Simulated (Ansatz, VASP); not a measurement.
## KZnF3: VASP beside Ansatz

INCAR

```
ALGO = Normal
EDIFF = 1E-6
ENCUT = 520
GGA = PE
ISIF = 2
ISMEAR = 0
LASPH = T
LCHARG = T
LELF = T
LREAL = F
LVHAR = T
LWAVE = F
NBANDS = 29
NELM = 60
PREC = Accurate
SIGMA = 0.05
```

File KPOINTS:

```
k-points
0
Gamma
  6 6 6
```

Contents of POSCAR:

```
KZnF3
1.0
    4.0500000000      0.0000000000      0.0000000000
    0.0000000000      3.8981250000      0.0000000000
    0.0000000000      0.0000000000      4.0500000000
K Zn F
1 1 3
Direct
    0.0000000000      0.0000000000      0.0000000000
    0.5000000000      0.5000000000      0.5000000000
    0.5000000000      0.5000000000      0.0000000000
    0.0000000000      0.5000000000      0.5000000000
    0.5000000000      0.0000000000      0.5000000000
```

Input for Ansatz:

```yaml
crystal:
  lattice:
    - [4.05, 0.0, 0.0]
    - [0.0, 3.898125, 0.0]
    - [0.0, 0.0, 4.05]
  atoms:
    - { symbol: K, position: [0.0, 0.0, 0.0] }
    - { symbol: Zn, position: [0.5, 0.5, 0.5] }
    - { symbol: F, position: [0.5, 0.5, 0.0] }
    - { symbol: F, position: [0.0, 0.5, 0.5] }
    - { symbol: F, position: [0.5, 0.0, 0.5] }
basis:
  ecutwfc: 420
kpoints:
  mp_grid: { grid: [6, 6, 6] }
hamiltonian:
  xc: pbe
scf:
  occupations: { method: gaussian, width: 0.05 }
output:
  forces: true
  stress: true
  eigenvalues: true
```

Change from the starting cell: strain -0.0375 x Voigt [0, 1, 0, 0, 0, 0], atoms carried along.

Alike in both runs: task single point; functional PBE; k mesh 6 × 6 × 6; occupations gaussian, width 0.05 eV; no spin polarisation.

|  | VASP | Ansatz |
| --- | --- | --- |
| version | VASP 6.6.1 | Ansatz 0.2.0 |
| potentials or method | VASP PAW PBE potentials, release 64 (K_sv, Zn, F), cutoff 520 eV | scalar-relativistic, plane waves, PAW |
| valence electrons in the cell | 42 | 42 |

Ansatz gave:

```
gap on the k mesh at the Fermi level (eV)                     : 3.85
least direct gap on the mesh (eV)                             : 6.01
pressure (GPa)                                                : 8.5
traceless stress, the component that is largest in VASP (GPa) : 2.91
```

What did VASP give for the same quantities?

gap on the k mesh at the Fermi level (eV): 3.78; least direct gap on the mesh (eV): 5.96; pressure (GPa): 9.0; traceless stress, the component that is largest in VASP (GPa): 3.09.

The functional is the same, so the differences come from potentials, cutoffs and numerics.
